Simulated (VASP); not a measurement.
A run of VASP 6.6.1 is set up as follows.

The input INCAR:

```
PREC = Accurate
ENCUT = 520
EDIFF = 1E-6
ISMEAR = 0
SIGMA = 0.01
LREAL = F
LASPH = T
NELM = 100
ALGO = Normal
ISIF = 2
LWAVE = F
LCHARG = F
GGA = CA
NBANDS = 33
```

File KPOINTS:

```
regular mesh
0
Gamma
  6 6 4
```

POSCAR

```
TiO2
1.0
    2.7060340000     -2.7066550000      0.0000000000
    2.7060340000      2.7066550000      0.0000000000
   -2.6335310000      0.0000000000      4.7966370000
Ti O
2 4
Direct
    0.1341100000      0.8658900000      0.2500000000
    0.8658900000      0.1341100000      0.7500000000
    0.3312210000      0.0887550000      0.6671490000
    0.6687790000      0.9112450000      0.3328510000
    0.9112450000      0.6687790000      0.8328510000
    0.0887550000      0.3312210000      0.1671490000
```

Potentials or basis: VASP PAW LDA potentials, release 64 (Ti_sv, O).

The run is started by

```sh
$ cat potpaw_LDA.64/Ti_sv/POTCAR potpaw_LDA.64/O/POTCAR > POTCAR
$ mpirun -np 1 vasp_std > vasp.out
```

(1) What does it give for the band gap on the k mesh?

(2) What does it give for the pressure?

Results:

(1) 1.95 eV, indirect (least direct gap 2.28 eV).

(2) -11.9 GPa.
